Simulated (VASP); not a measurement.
# HCl in VASP: notebook

Runs on HCl. Level: PBE+D3(BJ). Tasks: single point.

Program: VASP 6.6.1. These are calculated values, not measurements. Logs are shortened: lines on timing, memory, paths and dates and some standing lists are left out, and cuts for length are marked.

## (1) The cell of the first run

The cell holds a disordered packing, 20 atoms: a = 7.990 Å, b = 7.990 Å, c = 7.990 Å, α = 90.00°, β = 90.00°, γ = 90.00°.

## (2) Single point, PBE+D3(BJ)

Contents of INCAR:

```
SYSTEM = HCl
PREC = Accurate
ENCUT = 1000
EDIFF = 1E-6
ISMEAR = -1
SIGMA = 0.02
LREAL = Auto
LASPH = .TRUE.
NELM = 120
ALGO = Normal
ISIF = 2
LWAVE = .FALSE.
LCHARG = .TRUE.
GGA = PE
IVDW = 12
LELF = .TRUE.
LVHAR = .TRUE.
NBANDS = 56
GGA_COMPAT = .FALSE.
```

Contents of KPOINTS:

```
regular mesh
0
G
  1 1 1
  0 0 0
```

Contents of POSCAR:

```
HCl
1.0
    7.9895700000      0.0000000000      0.0000000000
    0.0000000000      7.9895700000      0.0000000000
    0.0000000000      0.0000000000      7.9895700000
Cl H
10 10
Direct
    0.5807070969      0.5477015659      0.9164448149
    0.0559604584      0.3485544278      0.9763103646
    0.2069698369      0.7189623472      0.6721888662
    0.4173691450      0.5316180971      0.3657893979
    0.8414845855      0.9196615087      0.8283800004
    0.8292811753      0.6997623151      0.2511524400
    0.6527760568      0.1838772299      0.1498703935
    0.8031971683      0.3844261957      0.5856134936
    0.0700413164      0.1015198565      0.3679547210
    0.3916230786      0.1216460961      0.6529387689
    0.6026231700      0.3942014401      0.9694514223
   -0.0011389850      0.3748637286      0.8275789561
    0.3109554081      0.6311603753      0.5881543062
    0.5370251465      0.4561321823      0.4493858868
    0.8217463518      0.8933396916      0.6728897801
    0.7514547091      0.6281814916      0.1264648786
    0.8034349784      0.2102991776      0.1099934039
    0.9163196517      0.2989021937      0.4978991360
    0.1694083662      0.1335616310      0.4927924782
    0.3387666670     -0.0386879394      0.6638655147
```

Potentials or basis: VASP PAW PBE potentials, release 64 (Cl, H_h).

On the command line:

```bash
$ cat potpaw_PBE.64/Cl/POTCAR potpaw_PBE.64/H_h/POTCAR > POTCAR
$ mpirun -np 1 vasp_gam > vasp.out
```

OUTCAR:

```text
SYSTEM = HCl
   PREC = Accurate
   ENCUT = 1000
   EDIFF = 1E-6
   ISMEAR = -1
   LREAL = Auto
   LASPH = .TRUE.
   NELM = 120
   ISIF = 2
   GGA = PE
   IVDW = 12
 IVDW          = 12

 ion  position               nearest neighbor table
   1  0.581  0.548  0.916-  11 1.31
   2  0.056  0.349  0.976-  12 1.29
   3  0.207  0.719  0.672-  13 1.28
   4  0.417  0.532  0.366-  14 1.31
   5  0.841  0.920  0.828-  15 1.27
   6  0.829  0.700  0.251-  16 1.31
[... 12 lines left out ...]
  19  0.169  0.134  0.493-   9 1.30
  20  0.339  0.961  0.664-  10 1.35

  LATTYP: Found a simple cubic cell.
 ALAT       =     7.9895700000

  Lattice vectors:

 A1 = (   7.9895700000,   0.0000000000,   0.0000000000)
 A2 = (   0.0000000000,   7.9895700000,   0.0000000000)
 A3 = (   0.0000000000,   0.0000000000,   7.9895700000)

Analysis of symmetry for initial positions (statically):
=====================================================================
 Subroutine PRICEL returns:
 Original cell was already a primitive cell.

 Routine SETGRP: Setting up the symmetry group for a
 simple cubic supercell.

 Subroutine GETGRP returns: Found  1 space group operations
 (whereof  1 operations were pure point group operations)
 out of a pool of 48 trial point group operations.

The static configuration has the point symmetry C_1 .

Analysis of symmetry for dynamics (positions and initial velocities):
=====================================================================
 Subroutine PRICEL returns:
 Original cell was already a primitive cell.

 Routine SETGRP: Setting up the symmetry group for a
 simple cubic supercell.

 Subroutine GETGRP returns: Found  1 space group operations
 (whereof  1 operations were pure point group operations)
 out of a pool of 48 trial point group operations.

The dynamic configuration has the point symmetry C_1 .

 Subroutine INISYM returns: Found  1 space group operations
 (whereof  1 operations are pure point group operations),
 and found     1 'primitive' translations

----------------------------------------------------------------------------------------

                                     Primitive cell

  volume of cell :     510.0000

  direct lattice vectors                    reciprocal lattice vectors
     7.989570000  0.000000000  0.000000000     0.125163181  0.000000000  0.000000000
[... 102 lines left out ...]
   IBRION =     -1    ionic relax: 0-MD 1-quasi-New 2-CG
   NFREE  =      0    steps in history (QN), initial steepest desc. (CG)
   ISIF   =      2    stress and relaxation
   ISYM   =      2    0-nonsym 1-usesym 2-fastsym
   POTIM  = 0.5000    time-step for ionic-motion
   TEBEG  =    0.0;   TEEND  =   0.0 temperature during run
   PSTRESS=    0.0 pullay stress
   NELECT =      80.0000    total number of electrons
   NUPDOWN=      -1.0000    fix difference up-down
   EMIN   =  10.00;   EMAX   =-10.00  energy-range for DOS
   EFERMI =   0.00;   METHOD = LEGACY
   ISMEAR =    -1;   SIGMA  =   0.02  broadening in eV -4-tet -1-fermi 0-gaus
   EFERMI_NEDOS =   21; number of points for ismear=-14 and -15
   IALGO  =     38    algorithm
   IMIX   =      4    mixing-type and parameters
     AMIX     =   0.40;   BMIX     =  1.00
     AMIX_MAG =   1.60;   BMIX_MAG =  1.00
  volume/ion in A,a.u.               =      25.50       172.08
  Fermi-wavevector in a.u.,A,eV,Ry     =   0.882907  1.668452 10.606068  0.779524
  Thomas-Fermi vector in A             =   2.003601
   LORBIT       =      0    0 simple, 1 ext, 2 COOP (PROOUT), +10 PAW based schemes
   GGA     = PE    functional components
   LHFCALC =     F    Hartree Fock is set to
   AEXX    =    0.0000 exact exchange contribution
   IVDW    =    12    specifies the selected vdW correction
   LEPSILON=     F    determine dielectric tensor
   LRPA    =     F    only Hartree local field effects (RPA)
 non-spin polarized calculation
  energy-cutoff  :     1000.00
  volume of cell :      510.00
 maximum number of plane-waves:     18225
 NGX is ok and might be reduce to    84
   NGX = 41   NGY = 41   NGZ = 41

 number of electron      79.9999999 magnetization

 Free energy of the ion-electron system (eV)
  ---------------------------------------------------
  ext. energy  EPLUGINS =         0.00000000
  ---------------------------------------------------
  free energy    TOTEN  =       -61.76028532 eV

  energy without entropy =      -61.76028532  energy(sigma->0) =      -61.76028532

 E-fermi :  -2.9818     XC(G=0):  -6.0724

 val. band max:       -3.4571726264   @ k =   0.0000   0.0000   0.0000
 cond. band min:       1.8437901100   @ k =   0.0000   0.0000   0.0000
 fundamental gap:      5.3009627364
 Fermi energy:        -2.9817529014

 k-point     1 :       0.0000    0.0000    0.0000
  band No.  band energies     occupation
      1     -17.8630      2.00000
      2     -17.7279      2.00000
      3     -17.6716      2.00000
      4     -17.4678      2.00000
      5     -17.3626      2.00000
      6     -17.2974      2.00000
[... 44 lines left out ...]
     51       4.8338      0.00000
     52       5.2113      0.00000
 [bands above 52 left out]

------------------------ aborting loop because EDIFF is reached ----------------------------------------

 Edisp (eV)   -1.25602

 E8    (eV) :    -0.3749

  FORCE on cell =-STRESS in cart. coord.  units (eV):
  Direction    XX          YY          ZZ          XY          YZ          ZX
  --------------------------------------------------------------------------------------
  -------------------------------------------------------------------------------------
  Total       1.25812    -0.95711     1.63576    -0.57254     0.61718    -0.63706
  in kB       3.95241    -3.00677     5.13879    -1.79866     1.93889    -2.00135
  external pressure =        2.03 kB  Pullay stress =        0.00 kB

 VOLUME and BASIS-vectors are now :
 -----------------------------------------------------------------------------
  energy-cutoff  :     1000.00
  volume of cell :      510.00
      direct lattice vectors                 reciprocal lattice vectors
     7.989570000  0.000000000  0.000000000     0.125163181  0.000000000  0.000000000
     0.000000000  7.989570000  0.000000000     0.000000000  0.125163181  0.000000000
     0.000000000  0.000000000  7.989570000     0.000000000  0.000000000  0.125163181

 POSITION                                       TOTAL-FORCE (eV/Angst)
 -----------------------------------------------------------------------------------
      4.63960      4.37590      7.32200         0.002266     -0.113985     -0.065114
      0.44710      2.78480      7.80030         0.089889     -0.059342      0.155007
      1.65360      5.74420      5.37050        -0.639978      0.617401      0.725395
      3.33460      4.24740      2.92250         0.340828     -0.401379      0.224749
      6.72310      7.34770      6.61840         0.057426      0.073429      0.418032
      6.62560      5.59080      2.00660         0.086654     -0.020265     -0.085982
[... 12 lines left out ...]
      1.35350      1.06710      3.93720         0.352543     -0.015138      0.105792
      2.70660      7.68047      5.30400         0.254349      0.780260     -0.012141
 -----------------------------------------------------------------------------------
    total drift:                               -0.017565      0.000165      0.016793

  FREE ENERGIE OF THE ION-ELECTRON SYSTEM (eV)
  ---------------------------------------------------
  free  energy   TOTEN  =       -63.0163029665 eV

  energy  without entropy=      -63.0163029665  energy(sigma->0) =      -63.01630297
```

OSZICAR:

```text
N       E                     dE             d eps       ncg     rms          rms(c)
DAV:   1     0.946402854613E+03    0.94640E+03   -0.49384E+04   112   0.203E+03
DAV:   2     0.761938537383E+02   -0.87021E+03   -0.81854E+03   144   0.275E+02
DAV:   3    -0.592974982396E+02   -0.13549E+03   -0.13494E+03   144   0.124E+02
DAV:   4    -0.629797755815E+02   -0.36823E+01   -0.36667E+01   136   0.239E+01
DAV:   5    -0.630629141581E+02   -0.83139E-01   -0.83091E-01   136   0.387E+00    0.240E+01
DAV:   6    -0.619795328879E+02    0.10834E+01   -0.15298E+00   136   0.398E+00    0.136E+01
DAV:   7    -0.617683262716E+02    0.21121E+00   -0.13689E+00   136   0.394E+00    0.302E+00
DAV:   8    -0.617620373256E+02    0.62889E-02   -0.14165E-01   136   0.147E+00    0.115E+00
DAV:   9    -0.617607298925E+02    0.13074E-02   -0.98617E-03   136   0.411E-01    0.456E-01
DAV:  10    -0.617604539805E+02    0.27591E-03   -0.52597E-03   136   0.278E-01    0.193E-01
DAV:  11    -0.617603578749E+02    0.96106E-04   -0.44502E-04   144   0.919E-02    0.109E-01
DAV:  12    -0.617603339483E+02    0.23927E-04   -0.15750E-04   136   0.534E-02    0.428E-02
DAV:  13    -0.617602980531E+02    0.35895E-04   -0.84026E-05   144   0.582E-02    0.189E-02
DAV:  14    -0.617602846148E+02    0.13438E-04   -0.65309E-05   152   0.414E-02    0.822E-03
DAV:  15    -0.617602853249E+02   -0.71004E-06   -0.13195E-05   128   0.149E-02    0.755E-03
DAV:  16    -0.617602853178E+02    0.70349E-08   -0.40168E-07    96   0.284E-03
   1 F= -.63016303E+02 E0= -.63016303E+02  d E =-.486440E-10
```

Run time: 3.2 min. Hardware: 1 thread of Intel Xeon Platinum 8375C at 2.90GHz (Ice Lake), shared host; peak memory 0.96 GiB.

What came out:

```
Free energy                : -63.0163 eV
Pressure                   : 0.2 GPa
Largest force              : 1.148 eV/Å
Dispersion energy per atom : -0.063 eV
```

Forces in eV/Å, atoms in the order of the input:
```
Cl   0.002 -0.114 -0.065
Cl   0.090 -0.059  0.155
Cl  -0.640  0.617  0.725
Cl   0.341 -0.401  0.225
Cl   0.057  0.073  0.418
Cl   0.087 -0.020 -0.086
Cl  -0.975 -0.208  0.260
Cl   0.551 -0.290 -0.126
Cl  -0.302  0.055 -0.113
Cl  -0.270 -0.876  0.114
H   -0.113  0.096  0.044
H   -0.157  0.025 -0.103
H    0.486 -0.379 -0.584
H   -0.191  0.203 -0.345
H   -0.053 -0.060 -0.520
H    0.030  0.177  0.098
H    1.006  0.193 -0.313
H   -0.557  0.204  0.124
H    0.353 -0.015  0.106
H    0.254  0.780 -0.012
```

Caveat: the k points lie up to 0.79 Å⁻¹ apart.

## (3) Single point, PBE+D3(BJ)

Contents of INCAR:

```
  PREC = Accurate
  ENCUT = 1000
  EDIFF = 1E-6
  ISMEAR = -1
  SIGMA = 0.02
  LREAL = Auto
  LASPH = T
  NELM = 120
  ALGO = Normal
  ISIF = 2
  LWAVE = F
  LCHARG = T
  GGA = PE
  IVDW = 12
  LELF = T
  LVHAR = T
  NBANDS = 56
  GGA_COMPAT = F
```

Contents of KPOINTS:

```
regular mesh
0
Gamma
  1 1 1
```

Contents of POSCAR:

```
HCl
1.0
    7.9895700000      0.0000000000      0.0000000000
    0.0000000000      7.9895700000      0.0000000000
    0.0000000000      0.0000000000      7.9895700000
Cl H
10 10
Direct
    0.5727091696      0.5694173779      0.9246930686
    0.0313909259      0.3101293311      0.9979010134
    0.1344502896      0.6617878059      0.6414487889
    0.4097842562      0.5158850852      0.3413325123
    0.8197687735      0.9508772062      0.8312712699
    0.8334866582      0.6906504355      0.2807535324
    0.6238007803      0.1579684514      0.1896347363
    0.7905932359      0.3823610032      0.5802064442
    0.0894541258      0.1046489361      0.3359880444
    0.4029002812      0.1575554129      0.6905753376
    0.4368820850      0.4894756539      0.9665100875
    0.0501278542      0.3217945396      0.8383680223
    0.2498006776      0.6147264496      0.5310298301
    0.5152467530      0.3979062703      0.3939135648
    0.8546893012      1.0138092538      0.6909257945
    0.7209399254      0.6515995229      0.1771434508
    0.6944178473      0.2693511666      0.0944356204
    0.8272284992      0.5281260443      0.5107158458
    0.1540883927      0.0310279527      0.4695621917
    0.4474959228      0.0197257174      0.7723068951
```

Potentials or basis: VASP PAW PBE potentials, release 64 (Cl, H_h).

On the command line:

```bash
$ cat potpaw_PBE.64/Cl/POTCAR potpaw_PBE.64/H_h/POTCAR > POTCAR
$ mpirun -np 1 vasp_gam > vasp.out
```

It took 2.8 min on 1 thread of Intel Xeon Platinum 8375C at 2.90GHz (Ice Lake), shared host; peak memory 0.96 GiB.

Results (log left out):

```yaml
Free_energy: -62.6448 eV
Pressure: -0.2 GPa
Largest_force: 1.229 eV/Å
Dispersion_energy_per_atom: -0.063 eV
```

Forces on the atoms (eV/Å):
```
Cl  -0.346 -0.173  0.031
Cl   0.099  0.205 -0.034
Cl   0.458  0.020 -0.297
Cl   0.432 -0.566  0.175
Cl  -0.218 -0.405  0.675
Cl   0.926  0.548  0.594
Cl   0.048  0.150 -0.161
Cl   0.011  0.416 -0.147
Cl   0.420 -0.609  0.922
Cl   0.187 -0.941  0.516
H    0.311  0.207 -0.042
H   -0.080  0.052 -0.061
H   -0.404  0.056  0.439
H   -0.492  0.597 -0.200
H    0.172  0.301 -0.803
H   -0.805 -0.338 -0.654
H   -0.051 -0.234  0.122
H   -0.121 -0.640  0.148
H   -0.307  0.452 -0.734
H   -0.240  0.902 -0.490
```

Stress tensor (GPa, compression positive):
```
-0.10  0.41 -0.11
 0.41 -0.65  0.47
-0.11  0.47  0.19
```

Levels at points of the mesh, in eV from the Fermi level:
| k point | band 38 | band 39 | band 40 | band 41 | band 42 | band 43 |
| --- | --- | --- | --- | --- | --- | --- |
| (0.00, 0.00, 0.00) | -0.59 | -0.57 | -0.48 | 4.70 | 5.84 | 5.98 |

Caveat: the k points lie up to 0.79 Å⁻¹ apart; the atoms stand as in a frame of molecular dynamics.
